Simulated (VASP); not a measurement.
# Au in VASP: notebook, part 2 of 2

VASP 6.6.1.

## Step 3: Single point, PBEsol (uniaxial strain along a: +2.0 %)

File INCAR:

```
SYSTEM = Au
  ALGO = Fast
  EDIFF = 1E-6
  ENCUT = 520
  GGA = PS
  ISIF = 2
  ISMEAR = 0
  LASPH = .True.
  LCHARG = .False.
  LREAL = .False.
  LWAVE = .False.
  NBANDS = 18
  NELM = 80
  PREC = Accurate
  SIGMA = 0.1
```

File KPOINTS:

```
k-points
0
Gamma
  16 16 16
  0 0 0
```

File POSCAR:

```
Au
1.0
    3.3069897236      0.0000000000      0.0000000000
    0.0000000000      3.2259360539      0.0000000000
    0.0000000000      0.0000000000      3.2259360539
Au
2
Direct
    0.0000000000      0.0000000000      0.0000000000
    0.5000000000      0.5000000000      0.5000000000
```

Potentials or basis: VASP PAW PBE potentials, release 64 (Au).

Started as:

```sh
$ cat potpaw_PBE.64/Au/POTCAR > POTCAR
$ mpirun -np 1 vasp_std > vasp.out
```

OUTCAR:

```text
SYSTEM = Au
   EDIFF = 1E-6
   ENCUT = 520
   GGA = PS
   ISIF = 2
   ISMEAR = 0
   LASPH = .True.
   LREAL = .False.
   NELM = 80
   PREC = Accurate

 ion  position               nearest neighbor table
   1  0.000  0.000  0.000-   2 2.82   2 2.82   2 2.82   2 2.82   2 2.82   2 2.82   2 2.82   2 2.82

   2  0.500  0.500  0.500-   1 2.82   1 2.82   1 2.82   1 2.82   1 2.82   1 2.82   1 2.82   1 2.82

  LATTYP: Found a simple tetragonal cell.
 ALAT       =     3.2259360539
 C/A-ratio  =     1.0251256281

  Lattice vectors:

 A1 = (   0.0000000000,   3.2259360539,   0.0000000000)
 A2 = (   0.0000000000,   0.0000000000,   3.2259360539)
 A3 = (   3.3069897236,   0.0000000000,   0.0000000000)

Analysis of symmetry for initial positions (statically):
=====================================================================
 Subroutine PRICEL returns following result:

  LATTYP: Found a body centered tetragonal cell.
 ALAT       =     3.2259360539
 C/A-ratio  =     1.0251256281

  Lattice vectors:

 A1 = (  -1.6534948618,   1.6129680269,   1.6129680269)
 A2 = (  -1.6534948618,  -1.6129680269,  -1.6129680269)
 A3 = (   1.6534948618,  -1.6129680269,   1.6129680269)

   2 primitive cells build up your supercell.

 Routine SETGRP: Setting up the symmetry group for a
 simple tetragonal supercell.

 Subroutine GETGRP returns: Found 16 space group operations
 (whereof 16 operations were pure point group operations)
 out of a pool of 16 trial point group operations.

The static configuration has the point symmetry D_4h.

Analysis of symmetry for dynamics (positions and initial velocities):
=====================================================================
 Subroutine PRICEL returns following result:

  LATTYP: Found a body centered tetragonal cell.
 ALAT       =     3.2259360539
 C/A-ratio  =     1.0251256281

  Lattice vectors:

 A1 = (  -1.6534948618,   1.6129680269,   1.6129680269)
[... 126 lines left out ...]
   EFERMI_NEDOS =   21; number of points for ismear=-14 and -15
   IALGO  =     68    algorithm
   IMIX   =      4    mixing-type and parameters
     AMIX     =   0.40;   BMIX     =  1.00
     AMIX_MAG =   1.60;   BMIX_MAG =  1.00
  volume/ion in A,a.u.               =      17.21       116.12
  Fermi-wavevector in a.u.,A,eV,Ry     =   1.410266  2.665016 27.059938  1.988849
  Thomas-Fermi vector in A             =   2.532237
   LORBIT       =      0    0 simple, 1 ext, 2 COOP (PROOUT), +10 PAW based schemes
   GGA     = PS    functional components
   LHFCALC =     F    Hartree Fock is set to
   AEXX    =    0.0000 exact exchange contribution
   IVDW    =     0    specifies the selected vdW correction
   LEPSILON=     F    determine dielectric tensor
   LRPA    =     F    only Hartree local field effects (RPA)
 non-spin polarized calculation
 RMM-DIIS sequential band-by-band and
 Gauss-broadening in eV      SIGMA  =   0.10
  energy-cutoff  :      520.00
  volume of cell :       34.41
 maximum number of plane-waves:       948
 NGX is ok and might be reduce to    28

 number of electron      22.0000002 magnetization

 Free energy of the ion-electron system (eV)
  ---------------------------------------------------
  ext. energy  EPLUGINS =         0.00000000
  ---------------------------------------------------
  free energy    TOTEN  =        -7.80516852 eV

  energy without entropy =       -7.80311927  energy(sigma->0) =       -7.80414390

 E-fermi :   9.0758     XC(G=0): -12.8293

 val. band max:        9.0754699894   @ k =   0.3125   0.4375   0.0000
 cond. band min:       9.0951531862   @ k =   0.0000   0.3750   0.1250
 fundamental gap:      0.0196831969
 Fermi energy:         9.0758322372

 k-point     1 :       0.0000    0.0000    0.0000
  band No.  band energies     occupation
      1      -0.6896      2.00000
      2       2.3659      2.00000
      3       2.3798      2.00000
      4       4.2646      2.00000
      5       4.2646      2.00000
      6       4.4238      2.00000
[... 481 lines left out ...]
      5       4.3922      2.00000
      6       5.3504      2.00000
[... 10 lines left out ...]
     17      24.4845      0.00000
     18      25.7984      0.00000

 [... further k-points ...]

------------------------ aborting loop because EDIFF is reached ----------------------------------------

  FORCE on cell =-STRESS in cart. coord.  units (eV):
  Direction    XX          YY          ZZ          XY          YZ          ZX
  --------------------------------------------------------------------------------------
  -------------------------------------------------------------------------------------
  Total       -0.3417207     -0.3530522     -0.3530522      0.0000000      0.0000000      0.0000000
  in kB      -15.9088049    -16.4363405    -16.4363405      0.0000000      0.0000000      0.0000000
  external PRESSURE =     -16.2604953 kB  Pullay stress =       0.0000000 kB

 VOLUME and BASIS-vectors are now :
 -----------------------------------------------------------------------------
  energy-cutoff  :      520.00
  volume of cell :       34.41
      direct lattice vectors                 reciprocal lattice vectors
     3.306989724  0.000000000  0.000000000     0.302389812  0.000000000  0.000000000
     0.000000000  3.225936054  0.000000000     0.000000000  0.309987546  0.000000000
     0.000000000  0.000000000  3.225936054     0.000000000  0.000000000  0.309987546

 POSITION                                       TOTAL-FORCE (eV/Angst)
 -----------------------------------------------------------------------------------
      0.00000      0.00000      0.00000         0.000000      0.000000      0.000000
      1.65349      1.61297      1.61297         0.000000     -0.000000     -0.000000
 -----------------------------------------------------------------------------------
    total drift:                                0.000000      0.000000      0.000000

  FREE ENERGIE OF THE ION-ELECTRON SYSTEM (eV)
  ---------------------------------------------------
  free  energy   TOTEN  =        -7.8051685215 eV

  energy  without entropy=       -7.8031192689  energy(sigma->0) =       -7.80414390
```

stdout:

```text
POSCAR found type information on POSCAR Au
 POSCAR found :  1 types and       2 ions
 scaLAPACK will be used
 -----------------------------------------------------------------------------
|                                                                             |
|                                                                             |
|     You enforced a specific xc type in the INCAR file but a different       |
|     I HOPE YOU KNOW WHAT YOU ARE DOING!                                     |
|                                                                             |
 -----------------------------------------------------------------------------

 LDA part: xc-table for (Slater+PW92), standard interpolation
 POSCAR, INCAR and KPOINTS ok, starting setup
 FFT: planning ... GRIDC
 FFT: planning ... GRID_SOFT
 FFT: planning ... GRID
 WAVECAR not read
 entering main loop
```

Run time: 56 s. Hardware: 1 thread of Intel Xeon 6975P-C (Granite Rapids), shared host; peak memory 0.3 GiB.

What came out:

- Free energy: -7.8052 eV
- Pressure: -1.6 GPa
- Band gap on the k mesh: zero (bands 11 and 12 overlap by 5.22 eV)

Levels at points of the mesh, in eV from the Fermi level:
```
           k point  band 8  band 9  band 10  band 11  band 12  band 13  band 14  band 15
(0.00, 0.00, 0.00)   -2.75   -1.73    -1.68    -1.68     5.82     6.53     6.53     9.60
(0.50, 0.00, 0.00)   -4.07   -3.31    -3.31    -2.09    -2.09    12.87    12.87    13.81
(0.00, 0.50, 0.00)   -4.10   -3.37    -3.37    -1.79    -1.79    12.50    12.50    13.45
(0.50, 0.50, 0.00)   -2.64   -1.33    -1.33    -0.66    -0.66     3.48     3.48    12.51
(0.00, 0.50, 0.50)   -2.58   -1.29    -1.29    -0.51    -0.51     3.69     3.69    12.16
(0.50, 0.50, 0.50)   -2.64   -2.54    -2.54     2.87     2.87     7.12     7.12     7.12
```

Caveat: the cell differs from its parent crystal (uniaxial strain along a: +2.0 %); the PAW data sets were made with another functional, which shifts forces and pressure a little; spin-orbit coupling is left out, which moves the levels of the heavy elements.

## Step 4: Single point, PBEsol (uniaxial strain along a: +4.0 %)

File INCAR:

```
PREC = Accurate ; ENCUT = 520
EDIFF = 1E-6 ; ISMEAR = 0
SIGMA = 0.1 ; LREAL = False
LASPH = True ; NELM = 100
ALGO = Fast ; ISIF = 2
LWAVE = False ; LCHARG = True
GGA = PS ; LELF = True
LVHAR = True ; NBANDS = 18
```

File KPOINTS:

```
regular mesh
0
Gamma
  16 16 16
```

File POSCAR:

```
Au
1.0
    3.3718326594      0.0000000000      0.0000000000
    0.0000000000      3.2097253200      0.0000000000
    0.0000000000      0.0000000000      3.2097253200
Au
2
Direct
    0.0000000000      0.0000000000      0.0000000000
    0.5000000000      0.5000000000      0.5000000000
```

Started as:

```sh
$ cat potpaw_PBE.64/Au/POTCAR > POTCAR
$ mpirun -np 1 vasp_std > vasp.out
```

Run time: 56 s. Hardware: 1 thread of Intel Xeon 6975P-C (Granite Rapids), shared host; peak memory 0.3 GiB.

The run converged. Its results:

* Free energy: -7.8006 eV
* Pressure: -3.1 GPa
* Band gap on the k mesh: zero (bands 11 and 12 overlap by 5.44 eV)

Stress tensor (GPa, compression positive):
```
-2.99  0.00  0.00
 0.00 -3.18  0.00
 0.00  0.00 -3.18
```

Levels at points of the mesh, in eV from the Fermi level:
```csv
k point,band 9,band 10,band 11,band 12,band 13,band 14
"(0.00, 0.00, 0.00)",-1.78,-1.67,-1.67,5.35,6.74,6.74
"(0.50, 0.00, 0.00)",-3.25,-3.25,-2.27,-2.27,13.03,13.03
"(0.00, 0.50, 0.00)",-3.37,-3.37,-1.69,-1.69,12.23,12.23
"(0.50, 0.50, 0.00)",-1.37,-1.37,-0.67,-0.67,3.35,3.35
"(0.00, 0.50, 0.50)",-1.29,-1.29,-0.39,-0.39,3.75,3.75
"(0.50, 0.50, 0.50)",-2.48,-2.48,2.86,2.86,6.99,6.99
```

Caveat: the cell differs from its parent crystal (uniaxial strain along a: +4.0 %); the cell stands under tension; the PAW data sets were made with another functional, which shifts forces and pressure a little; spin-orbit coupling is left out, which moves the levels of the heavy elements.

## Step 5: Relaxation of cell and atoms, PBEsol

This run uses another cell than the first one: it holds 3 atoms, not 2.

File INCAR:

```
ALGO = Fast ; EDIFF = 1E-6
EDIFFG = -0.015 ; ENCUT = 600
GGA = PS ; IBRION = 2
ISIF = 3 ; ISMEAR = 0
LASPH = True ; LCHARG = False
LREAL = False ; LWAVE = False
NELM = 60 ; NSW = 80
PREC = Accurate ; SIGMA = 0.1
```

File KPOINTS:

```
k-points
0
Gamma
  14 14 14
```

File POSCAR:

```
Au
1.0
    0.0000000000      0.0000000000     -3.2421467878
   -3.2421467878      0.0000000000      0.0000000000
    1.6210733939      4.8632201818      1.6210733939
Au
3
Direct
    0.6666666667      0.6666666667      0.3333333333
    0.0000000000      0.0000000000      0.0000000000
    0.3333333333      0.3333333333      0.6666666667
```

Potentials or basis: VASP PAW PBE potentials, release 64 (Au).

Started as:

```sh
$ cat potpaw_PBE.64/Au/POTCAR > POTCAR
$ mpirun -np 1 vasp_std > vasp.out
```

OUTCAR:

```text
EDIFF = 1E-6
   EDIFFG = -0.015
   ENCUT = 600
   GGA = PS
   IBRION = 2
   ISIF = 3
   ISMEAR = 0
   LASPH = True
   LREAL = False
   NELM = 60
   NSW = 80
   PREC = Accurate

 ion  position               nearest neighbor table
   1  0.667  0.667  0.333-   2 2.81   3 2.81   2 2.81   2 2.81   2 2.81   3 2.81   3 2.81   3 2.81
                             3 3.24   2 3.24
   2  0.000  0.000  0.000-   1 2.81   3 2.81   1 2.81   1 2.81   3 2.81   3 2.81   1 2.81   3 2.81
                             1 3.24   3 3.24
   3  0.333  0.333  0.667-   2 2.81   1 2.81   2 2.81   2 2.81   2 2.81   1 2.81   1 2.81   1 2.81
                             1 3.24   2 3.24

  LATTYP: Found a body centered tetragonal cell.
 ALAT       =     3.2421467878
 C/A-ratio  =     3.0000000001

  Lattice vectors:

 A1 = (   1.6210733939,  -4.8632201818,  -1.6210733939)
 A2 = (  -1.6210733939,  -4.8632201818,   1.6210733939)
 A3 = (  -1.6210733939,   4.8632201818,  -1.6210733939)

Analysis of symmetry for initial positions (statically):
=====================================================================
 Subroutine PRICEL returns following result:

  LATTYP: Found a body centered cubic cell.
 ALAT       =     3.2421467880

  Lattice vectors:

 A1 = (  -1.6210733942,  -1.6210733943,   1.6210733936)
 A2 = (   1.6210733937,   1.6210733938,   1.6210733937)
[... 292 lines left out ...]

[... ionic steps 4 to 20 ...]

--------------------------------------- Ionic step       21  -------------------------------------------

 number of electron      33.0000004 magnetization

------------------------ aborting loop because EDIFF is reached ----------------------------------------
[... 69 lines left out ...]
--------------------------------------- Ionic step       23  -------------------------------------------

 number of electron      33.0000005 magnetization

 Free energy of the ion-electron system (eV)
  ---------------------------------------------------
  ext. energy  EPLUGINS =         0.00000000
  ---------------------------------------------------
  free energy    TOTEN  =       -11.77020825 eV

  energy without entropy =      -11.76682212  energy(sigma->0) =      -11.76851519

 E-fermi :   9.2965     XC(G=0): -12.9018

 val. band max:        9.2728525095   @ k =   0.5000   0.2143   0.0714
 cond. band min:       9.3098403147   @ k =   0.5000   0.1429   0.0000
 fundamental gap:      0.0369878052
 Fermi energy:         9.2964724283

 k-point     1 :       0.0000    0.0000    0.0000
  band No.  band energies     occupation
      1      -0.6255      2.00000
      2       2.4755      2.00000
      3       2.4755      2.00000
      4       3.0276      2.00000
      5       3.0276      2.00000
      6       4.5780      2.00000
[... 541 lines left out ...]
     19      14.0206      0.00000
     20      16.4071      0.00000

 [... further k-points ...]

------------------------ aborting loop because EDIFF is reached ----------------------------------------

  FORCE on cell =-STRESS in cart. coord.  units (eV):
  Direction    XX          YY          ZZ          XY          YZ          ZX
  --------------------------------------------------------------------------------------
  -------------------------------------------------------------------------------------
  Total       -0.0027102     -0.0199823     -0.0027102      0.0000000      0.0000000      0.0000000
  in kB       -0.0851729     -0.6279894     -0.0851729      0.0000000      0.0000000      0.0000000
  external PRESSURE =      -0.2661118 kB  Pullay stress =       0.0000000 kB
[... 18 lines left out ...]
  FREE ENERGIE OF THE ION-ELECTRON SYSTEM (eV)
  ---------------------------------------------------
  free  energy   TOTEN  =       -11.7702082476 eV

  energy  without entropy=      -11.7668221237  energy(sigma->0) =      -11.76851519

 reached required accuracy - stopping structural energy minimisation
```

OSZICAR:

```text
N       E                     dE             d eps       ncg     rms          rms(c)
DAV:   1     0.229133207236E+03    0.22913E+03   -0.18546E+04  9816   0.176E+03
DAV:   2    -0.666505514575E+01   -0.23580E+03   -0.22323E+03 10480   0.358E+02
DAV:   3    -0.127042061122E+02   -0.60392E+01   -0.58797E+01 10772   0.553E+01
[... 193 lines left out ...]
RMM:   3    -0.117704891993E+02    0.22698E-02   -0.67857E-03  9760   0.560E-01    0.268E-01
RMM:   4    -0.117702129559E+02    0.27624E-03   -0.11830E-03  9765   0.265E-01    0.506E-02
RMM:   5    -0.117702034790E+02    0.94769E-05   -0.32463E-04  9776   0.132E-01    0.307E-02
RMM:   6    -0.117702078655E+02   -0.43865E-05   -0.43572E-05  9774   0.404E-02    0.493E-03
RMM:   7    -0.117702082476E+02   -0.38214E-06   -0.84574E-06  7666   0.174E-02
  23 F= -.11770208E+02 E0= -.11768515E+02  d E =-.818545E-02
```

Wall time 47 min (1 thread of Oxide Virtual Turin-like, shared host); peak memory 0.36 GiB.

What came out:

- Free energy: -11.7702 eV
- Relaxed volume: 16.99 Å³/atom
- Relaxed cell: a = 2.903 Å, b = 2.903 Å, c = 6.388 Å, α = 103.13°, β = 103.13°, γ = 90.00°
- Space group after relaxing (to 0.1 Å): I4/mmm (No. 139)
- Energy gained by relaxing: 21.5 meV/atom
- Ionic steps: 23
- Pressure after relaxing: 0.0 GPa
- Band gap on the k mesh: zero (an odd number of electrons rules out a gap without spin polarisation)

Step by step:
| step | energy change (eV) | largest force (eV/Å) | pressure (GPa) | volume (Å³) |
| --- | --- | --- | --- | --- |
| 1 | 0.0000 | 0.0000 | 0.09 | 51.12 |
| 2 | -0.0004 | 0.0000 | -0.20 | 51.19 |
| 3 | -0.0009 | 0.0000 | -0.87 | 51.40 |
| 4 | -0.0009 | 0.0000 | -0.88 | 51.40 |
| 5 | -0.0011 | 0.0000 | -0.89 | 51.40 |
| 6 | -0.0015 | 0.0000 | -0.90 | 51.41 |
| 7 | -0.0021 | 0.0000 | -0.93 | 51.41 |
| 8 | -0.0033 | 0.0000 | -0.96 | 51.42 |
| 9 | -0.0051 | 0.0000 | -1.01 | 51.43 |
| 10 | -0.0126 | 0.0000 | -0.92 | 51.40 |
| 11 | -0.0285 | 0.0000 | -0.20 | 51.15 |
| 12 | -0.0517 | 0.0000 | 3.79 | 49.95 |
| 13 | -0.0591 | 0.0000 | 2.30 | 50.37 |
| 14 | -0.0569 | 0.0000 | 3.06 | 50.15 |
| 15 | -0.0557 | 0.0000 | 3.24 | 50.09 |
| 16 | -0.0561 | 0.0000 | 3.13 | 50.12 |
| 17 | -0.0563 | 0.0000 | 2.90 | 50.18 |
| 18 | -0.0569 | 0.0000 | 2.76 | 50.20 |
| 19 | -0.0583 | 0.0000 | 2.49 | 50.28 |
| 20 | -0.0608 | 0.0000 | 1.90 | 50.43 |
| 21 | -0.0638 | 0.0000 | 0.83 | 50.73 |
| 22 | -0.0632 | 0.0000 | -1.28 | 51.33 |
| 23 | -0.0645 | 0.0000 | -0.03 | 50.98 |

Final structure:
```cif
data_structure
_symmetry_space_group_name_H-M 'P 1'
_symmetry_Int_Tables_number 1
_cell_length_a 2.9029
_cell_length_b 2.9029
_cell_length_c 6.3884
_cell_angle_alpha 103.133
_cell_angle_beta 103.133
_cell_angle_gamma 90.000
_cell_volume 50.98
loop_
_atom_site_label
_atom_site_type_symbol
_atom_site_fract_x
_atom_site_fract_y
_atom_site_fract_z
_atom_site_occupancy
Au1 Au 0.66667 0.66667 0.33333 1
Au2 Au 0.00000 0.00000 0.00000 1
Au3 Au 0.33333 0.33333 0.66667 1
```

Caveat: a cell axis changed by over 15 % at a fixed basis, so the end point is rough; the PAW data sets were made with another functional, which shifts forces and pressure a little; spin-orbit coupling is left out, which moves the levels of the heavy elements.

## Step 6: Overview

```tsv
task	cell	k mesh	cutoff (eV)	gap on the mesh (eV)	pressure (GPa)
single point	a = 3.112, b = 3.313, c = 3.313 Å, 2 atoms, atomic positions A	16 × 16 × 16	520	none	-0.5
single point	a = 3.307, b = 3.226, c = 3.226 Å, 2 atoms, atomic positions A	16 × 16 × 16	520	none	-1.6
single point	a = 3.372, b = 3.210, c = 3.210 Å, 2 atoms, atomic positions A	16 × 16 × 16	520	none	-3.1
relaxation of cell and atoms	relaxed from a = 3.242, b = 3.242, c = 5.376 Å, angles 107.5, 107.5, 90.0°, 3 atoms, atomic positions B	14 × 14 × 14	600	none	0.0
```

Alike in all rows: level PBEsol; potentials or basis VASP PAW PBE potentials, release 64 (Au); no spin polarisation; smearing gaussian 0.1 eV.

Caveats: the PAW data sets were made with another functional, which shifts forces and pressure a little; spin-orbit coupling is left out, which moves the levels of the heavy elements; the cell stands under tension (at least some runs); a cell axis changed by over 15 % at a fixed basis, so the end point is rough (at least some runs).

Total energies depend on the potentials used, so only differences within one code and one set of settings carry meaning.

The gap in the log of VASP goes by the Fermi energy; the results here count the filled bands.